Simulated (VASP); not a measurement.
# As in VASP: notebook, part 2 of 2

VASP 6.6.1. The steps go on from the part before.

**3. Single point, PBE+D3(BJ)**

Input file INCAR:

```
SYSTEM = As
  PREC = Accurate
  ENCUT = 520
  EDIFF = 1E-6
  ISMEAR = 0
  SIGMA = 0.02
  LREAL = .False.
  LASPH = .True.
  NELM = 80
  ALGO = Normal
  ISIF = 2
  LWAVE = .False.
  LCHARG = .True.
  LDIPOL = .True.
  IDIPOL = 3
  DIPOL = 0.5 0.5 0.500
  GGA = PE
  IVDW = 12
  LELF = .True.
  LVHAR = .True.
  LVACPOTAV = .True.
  NBANDS = 12
```

Input file KPOINTS:

```
Automatic mesh
0
Gamma
  9 9 1
  0 0 0
```

Input file POSCAR:

```
As
1.0
    3.4630000000      0.0000000000      0.0000000000
   -1.7315000000      2.9990459733      0.0000000000
    0.0000000000      0.0000000000     28.5742413766
As
2
Direct
    0.3333333333      0.6666666667      0.4685555956
    0.6666666667      0.3333333333      0.5314444044
```

Potentials or basis: VASP PAW PBE potentials, release 64 (As).

On the command line:

```bash
> cat potpaw_PBE.64/As/POTCAR > POTCAR
> mpirun -np 1 vasp_std > vasp.out
```

OUTCAR:

```text
SYSTEM = As
   PREC = Accurate
   ENCUT = 520
   EDIFF = 1E-6
   ISMEAR = 0
   LREAL = .False.
   LASPH = .True.
   NELM = 80
   ISIF = 2
   GGA = PE
   IVDW = 12
 IVDW          = 12

 ion  position               nearest neighbor table
   1  0.333  0.667  0.469-   2 2.69   2 2.69   2 2.69
   2  0.667  0.333  0.531-   1 2.69   1 2.69   1 2.69

  LATTYP: Found a hexagonal cell.
 ALAT       =     3.4630000000
 C/A-ratio  =     8.2512969612

  Lattice vectors:

 A1 = (   3.4630000000,   0.0000000000,   0.0000000000)
 A2 = (  -1.7315000000,   2.9990459733,   0.0000000000)
 A3 = (   0.0000000000,   0.0000000000,  28.5742413766)

Analysis of symmetry for initial positions (statically):
=====================================================================
 Subroutine PRICEL returns:
 Original cell was already a primitive cell.

 Routine SETGRP: Setting up the symmetry group for a
 hexagonal supercell.

 Subroutine GETGRP returns: Found 12 space group operations
 (whereof 12 operations were pure point group operations)
 out of a pool of 24 trial point group operations.

The static configuration has the point symmetry D_3d.

Analysis of symmetry for dynamics (positions and initial velocities):
=====================================================================
 Subroutine PRICEL returns:
 Original cell was already a primitive cell.

 Routine SETGRP: Setting up the symmetry group for a
 hexagonal supercell.

 Subroutine GETGRP returns: Found 12 space group operations
 (whereof 12 operations were pure point group operations)
 out of a pool of 24 trial point group operations.

The dynamic configuration has the point symmetry D_3d.

 Subroutine INISYM returns: Found 12 space group operations
 (whereof 12 operations are pure point group operations),
 and found     1 'primitive' translations

----------------------------------------------------------------------------------------

                                     Primitive cell

  volume of cell :     296.7634

  direct lattice vectors                    reciprocal lattice vectors
     3.463000000  0.000000000  0.000000000     0.288766965  0.166719685  0.000000000
    -1.731500000  2.999045973  0.000000000     0.000000000  0.333439370  0.000000000
     0.000000000  0.000000000 28.574241377     0.000000000  0.000000000  0.034996555

  length of vectors
     3.463000000  3.463000000 28.574241377     0.333439370  0.333439370  0.034996555

  position of ions in fractional coordinates (direct lattice)
     0.333333333  0.666666667  0.468555596
     0.666666667  0.333333333  0.531444404

  ion indices of the primitive-cell ions
   primitive index   ion index
                 1           1
                 2           2

----------------------------------------------------------------------------------------

 KPOINTS: Automatic mesh

Automatic generation of k-mesh.
 Grid dimensions read from file:
 generate k-points for:    9    9    1

 Generating k-lattice:

  Cartesian coordinates                     Fractional coordinates (reciprocal lattice)
     0.032085218  0.018524409  0.000000000     0.111111111  0.000000000  0.000000000
[... 29 lines left out ...]
   number of dos      NEDOS =    301   number of ions     NIONS =      2
   total plane-waves  NPLWV = 169344
   dimension x,y,z NGX =    28 NGY =   28 NGZ =  216
   dimension x,y,z NGXF=    56 NGYF=   56 NGZF=  432
   ions per type =               2
   NGX,Y,Z   is equivalent  to a cutoff of  13.44, 13.44, 12.57 a.u.
   NGXF,Y,Z  is equivalent  to a cutoff of  26.88, 26.88, 25.13 a.u.
 SYSTEM =  As
   PREC   = accura    normal or accurate (medium, high low for compatibility)
   ISTART =      0    job   : 0-new  1-cont  2-samecut
   ICHARG =      2    charge: 1-file 2-atom 10-const
   ISPIN  =      1    spin polarized calculation?
   LNONCOLLINEAR =      F non collinear calculations
   LSORBIT =      F    spin-orbit coupling
   LASPH  =      T    aspherical Exc in radial PAW
   ENCUT  =  520.0 eV  38.22 Ry    6.18 a.u.   6.44  6.44 53.13*2*pi/ulx,y,z
   NELM   =     80;   NELMIN=  2; NELMDL= -5     # of ELM steps
   EDIFF  = 0.1E-05   stopping-criterion for ELM
   LREAL  =      F    real-space projection
   EDIFFG = 0.1E-04   stopping-criterion for IOM
   NSW    =      0    number of steps for IOM
   IBRION =     -1    ionic relax: 0-MD 1-quasi-New 2-CG
   NFREE  =      0    steps in history (QN), initial steepest desc. (CG)
   ISIF   =      2    stress and relaxation
   ISYM   =      2    0-nonsym 1-usesym 2-fastsym
   POTIM  = 0.5000    time-step for ionic-motion
   TEBEG  =    0.0;   TEEND  =   0.0 temperature during run
   PSTRESS=    0.0 pullay stress
   NELECT =      10.0000    total number of electrons
   NUPDOWN=      -1.0000    fix difference up-down
   EMIN   =  10.00;   EMAX   =-10.00  energy-range for DOS
   EFERMI =   0.00;   METHOD = LEGACY
   ISMEAR =     0;   SIGMA  =   0.02  broadening in eV -4-tet -1-fermi 0-gaus
   EFERMI_NEDOS =   21; number of points for ismear=-14 and -15
   IALGO  =     38    algorithm
   IMIX   =      4    mixing-type and parameters
     AMIX     =   0.40;   BMIX     =  1.00
     AMIX_MAG =   1.60;   BMIX_MAG =  1.00
  volume/ion in A,a.u.               =     148.38      1001.33
  Fermi-wavevector in a.u.,A,eV,Ry     =   0.528776  0.999241  3.804238  0.279604
  Thomas-Fermi vector in A             =   1.550564
   LORBIT       =      0    0 simple, 1 ext, 2 COOP (PROOUT), +10 PAW based schemes
   GGA     = PE    functional components
   LHFCALC =     F    Hartree Fock is set to
   AEXX    =    0.0000 exact exchange contribution
   IVDW    =    12    specifies the selected vdW correction
   LEPSILON=     F    determine dielectric tensor
   LRPA    =     F    only Hartree local field effects (RPA)
 non-spin polarized calculation
 Gauss-broadening in eV      SIGMA  =   0.02
  energy-cutoff  :      520.00
  volume of cell :      296.76
 maximum number of plane-waves:      8061
 NGX is ok and might be reduce to    28
   NGX = 13   NGY = 13   NGZ =107

 number of electron      10.0000000 magnetization

 dipolmoment           0.000000      0.000000     -0.000000 electrons x Angstroem

 Free energy of the ion-electron system (eV)
  ---------------------------------------------------
  ext. energy  EPLUGINS =         0.00000000
  ---------------------------------------------------
  free energy    TOTEN  =        -8.59366324 eV

  energy without entropy =       -8.59366324  energy(sigma->0) =       -8.59366324

 E-fermi :  -2.4931     XC(G=0):  -2.0014

 val. band max:       -2.6293688503   @ k =   0.3333   0.0000   0.0000
 cond. band min:      -2.3931843164   @ k =   0.3333   0.2222   0.0000
 fundamental gap:      0.2361845339
 Fermi energy:        -2.4931335988

 k-point     1 :       0.0000    0.0000    0.0000
  band No.  band energies     occupation
      1     -16.4275      2.00000
      2     -12.0864      2.00000
      3      -5.4572      2.00000
      4      -1.9912      0.00000
      5      -1.9912      0.00000
      6      -0.9974      0.00000
      7       0.3170      0.00000
      8       0.3170      0.00000
      9       1.0350      0.00000
     10       1.2482      0.00000
     11       1.4747      0.00000
     12       1.8622      0.00000
[... 151 lines left out ...]
 k-point    12 :       0.3333    0.3333    0.0000
  band No.  band energies     occupation
      1     -12.8730      2.00000
      2     -12.8730      2.00000
      3      -7.1541      2.00000
      4      -5.9011      2.00000
      5      -5.9011      2.00000
      6      -2.8947      2.00000
      7      -0.4505      0.00000
      8      -0.4505      0.00000
      9       4.0078      0.00000
     10       5.5465      0.00000
     11       5.5465      0.00000
     12       5.9946      0.00000

------------------------ aborting loop because EDIFF is reached ----------------------------------------

 Edisp (eV)   -0.43736

 E8    (eV) :    -0.1978

  FORCE on cell =-STRESS in cart. coord.  units (eV):
  Direction    XX          YY          ZZ          XY          YZ          ZX
  --------------------------------------------------------------------------------------
  -------------------------------------------------------------------------------------
  Total      -1.08309    -1.08309    -4.88981     0.00000     0.00000     0.00000
  in kB      -5.84741    -5.84741   -26.39928     0.00000     0.00000     0.00000
  external pressure =      -12.70 kB  Pullay stress =        0.00 kB

 VOLUME and BASIS-vectors are now :
 -----------------------------------------------------------------------------
  energy-cutoff  :      520.00
  volume of cell :      296.76
      direct lattice vectors                 reciprocal lattice vectors
     3.463000000  0.000000000  0.000000000     0.288766965  0.166719685  0.000000000
    -1.731500000  2.999045973  0.000000000     0.000000000  0.333439370  0.000000000
     0.000000000  0.000000000 28.574241377     0.000000000  0.000000000  0.034996555

 POSITION                                       TOTAL-FORCE (eV/Angst)
 -----------------------------------------------------------------------------------
     -0.00000      1.99936     13.38862        -0.000000      0.000000      2.720147
      1.73150      0.99968     15.18562         0.000000     -0.000000     -2.720147
 -----------------------------------------------------------------------------------
    total drift:                                0.000000      0.000000      0.000000

  FREE ENERGIE OF THE ION-ELECTRON SYSTEM (eV)
  ---------------------------------------------------
  free  energy   TOTEN  =        -9.0310209174 eV

  energy  without entropy=       -9.0310209174  energy(sigma->0) =       -9.03102092

 vacuum level on the upper side and lower side of the slab         1.367         1.367
```

Run time: 1.9 min. Hardware: 1 thread of Intel Xeon Platinum 8259CL at 2.50GHz (Skylake/Cascade Lake), shared host; peak memory 0.4 GiB.

Results:

```yaml
Free_energy: -9.0310 eV
Largest_force: 2.720 eV/Å
Band_gap_on_the_k_mesh: zero (band 5 reaches -1.99 eV, above the bottom of band 6 at -2.89 eV)
Dispersion_energy_per_atom: -0.219 eV
```

Forces on the atoms (eV/Å):
```
As   0.000  0.000  2.720
As   0.000  0.000 -2.720
```

Levels at points of the mesh, in eV from the Fermi level:
| k point | band 3 | band 4 | band 5 | band 6 | band 7 | band 8 |
| --- | --- | --- | --- | --- | --- | --- |
| (0.00, 0.00, 0.00) | -2.96 | 0.50 | 0.50 | 1.50 | 2.81 | 2.81 |

**4. Single point, PBE+D3(BJ)**

Input file INCAR:

```
PREC     = Accurate       # precision mode
ENCUT    = 520            # plane-wave cutoff, eV
EDIFF    = 1E-6           # SCF threshold, eV
ISMEAR   = 0              # smearing method
SIGMA    = 0.02           # smearing width, eV
LREAL    = F              # projectors in reciprocal space
LASPH    = T              # aspherical terms in the spheres
NELM     = 100            # most SCF steps
ALGO     = Normal         # electronic algorithm
ISIF     = 2              # what is computed and relaxed
LWAVE    = F              # write WAVECAR
LCHARG   = F              # write CHGCAR
LDIPOL   = T            
IDIPOL   = 3            
DIPOL    = 0.5 0.5 0.500
GGA      = PE             # functional
IVDW     = 12             # dispersion correction
NBANDS   = 12             # bands
```

Input file KPOINTS:

```
regular mesh
0
Gamma
  9 9 1
```

Input file POSCAR:

```
As
1.0
    3.4630000000      0.0000000000      0.0000000000
   -1.7315000000      2.9990459733      0.0000000000
    0.0000000000      0.0000000000     28.5742413766
As
2
Direct
    0.3333333333      0.6666666667      0.4947680151
    0.6666666667      0.3333333333      0.5052319849
```

On the command line:

```bash
> cat potpaw_PBE.64/As/POTCAR > POTCAR
> mpirun -np 1 vasp_std > vasp.out
```

Wall time 97 s (1 thread of Intel Xeon Platinum 8259CL at 2.50GHz (Skylake/Cascade Lake), shared host); peak memory 0.41 GiB.

Results (log left out):

```
Free energy                : -3.6515 eV
Largest force              : 4.151 eV/Å
Band gap on the k mesh     : zero (band 5 reaches -1.36 eV, above the bottom of band 6 at -3.35 eV)
Dispersion energy per atom : -0.236 eV
```

Forces in eV/Å, atoms in the order of the input:
```
As   0.000  0.000 -4.151
As   0.000  0.000  4.151
```

Levels at points of the mesh, in eV from the Fermi level:
| k point | band 2 | band 3 | band 4 | band 5 | band 6 | band 7 | band 8 | band 9 |
| --- | --- | --- | --- | --- | --- | --- | --- | --- |
| (0.00, 0.00, 0.00) | -6.92 | -4.83 | -4.83 | -1.01 | 1.37 | 1.39 | 1.39 | 3.19 |

**5. Single point, PBE+D3(BJ)**

Input file INCAR:

```
ALGO = Normal
DIPOL = 0.5 0.5 0.500
EDIFF = 1E-6
ENCUT = 520
GGA = PE
IDIPOL = 3
ISIF = 2
ISMEAR = 0
IVDW = 12
LASPH = True
LCHARG = False
LDIPOL = True
LREAL = False
LWAVE = False
NBANDS = 12
NELM = 80
PREC = Accurate
SIGMA = 0.02
```

Input file KPOINTS:

```
k-points
0
Gamma
  9 9 1
```

Input file POSCAR:

```
As
1.0
    3.4630000000      0.0000000000      0.0000000000
   -1.7315000000      2.9990459733      0.0000000000
    0.0000000000      0.0000000000     28.5742413766
As
2
Direct
    0.3333333333      0.6666666667      0.4842865470
    0.6666666667      0.3333333333      0.5157134530
```

On the command line:

```bash
> cat potpaw_PBE.64/As/POTCAR > POTCAR
> mpirun -np 1 vasp_std > vasp.out
```

Wall time 81 s (1 thread of Intel Xeon Platinum 8259CL at 2.50GHz (Skylake/Cascade Lake), shared host); peak memory 0.41 GiB.

Results (log left out):

- Free energy: -7.4797 eV
- Largest force: 7.085 eV/Å
- Band gap on the k mesh: zero (band 5 reaches -3.30 eV, above the bottom of band 6 at -3.41 eV)
- Dispersion energy per atom: -0.232 eV

Forces on the atoms (eV/Å):
```
As   0.000  0.000 -7.085
As   0.000  0.000  7.085
```

Levels at points of the mesh, in eV from the Fermi level:
| k point | band 2 | band 3 | band 4 | band 5 | band 6 | band 7 | band 8 | band 9 |
| --- | --- | --- | --- | --- | --- | --- | --- | --- |
| (0.00, 0.00, 0.00) | -7.05 | -2.90 | -2.90 | -0.09 | 0.12 | 2.23 | 2.23 | 4.14 |

**6. Single point, PBE+D3(BJ)**

Input file INCAR:

```
SYSTEM = As
ALGO     = Normal         ! electronic algorithm
DIPOL    = 0.5 0.5 0.500
EDIFF    = 1E-6           ! SCF threshold, eV
ENCUT    = 520            ! plane-wave cutoff, eV
GGA      = PE             ! functional
IDIPOL   = 3            
ISIF     = 2              ! what is computed and relaxed
ISMEAR   = 0              ! smearing method
IVDW     = 12             ! dispersion correction
LASPH    = .TRUE.         ! aspherical terms in the spheres
LCHARG   = .TRUE.         ! write CHGCAR
LDIPOL   = .TRUE.       
LELF     = .TRUE.         ! ELF
LREAL    = .FALSE.        ! projectors in reciprocal space
LVACPOTAV= .TRUE.       
LVHAR    = .TRUE.       
LWAVE    = .FALSE.        ! write WAVECAR
NBANDS   = 12             ! bands
NELM     = 100            ! most SCF steps
PREC     = Accurate       ! precision mode
SIGMA    = 0.02           ! smearing width, eV
```

Input file KPOINTS:

```
k-points
0
G
  9 9 1
  0 0 0
```

Input file POSCAR:

```
As
1.0
    3.4630000000      0.0000000000      0.0000000000
   -1.7315000000      2.9990459733      0.0000000000
    0.0000000000      0.0000000000     28.5742413766
As
2
Direct
    0.3333333333      0.6666666667      0.4738050788
    0.6666666667      0.3333333333      0.5261949212
```

Potentials or basis: VASP PAW PBE potentials, release 64 (As).

On the command line:

```bash
> cat potpaw_PBE.64/As/POTCAR > POTCAR
> mpirun -np 1 vasp_std > vasp.out
```

Wall time 1.7 min (1 thread of Intel Xeon Platinum 8259CL at 2.50GHz (Skylake/Cascade Lake), shared host); peak memory 0.41 GiB.

It converged, with:

```
Free energy                            : -9.6772 eV
Largest force                          : 0.841 eV/Å
Band gap on the k mesh                 : 0.80 eV, indirect (least direct gap 2.10 eV)
Dispersion energy per atom             : -0.224 eV
Ionisation potential of the upper face : 4.45 eV
```

Forces on the atoms (eV/Å):
```
As   0.000  0.000  0.841
As   0.000  0.000 -0.841
```

Levels at points of the mesh, in eV from the valence-band top:
```
           k point  band 3  band 4  band 5  band 6  band 7  band 8
(0.00, 0.00, 0.00)   -1.87    0.00    0.00    2.10    3.26    3.26
```
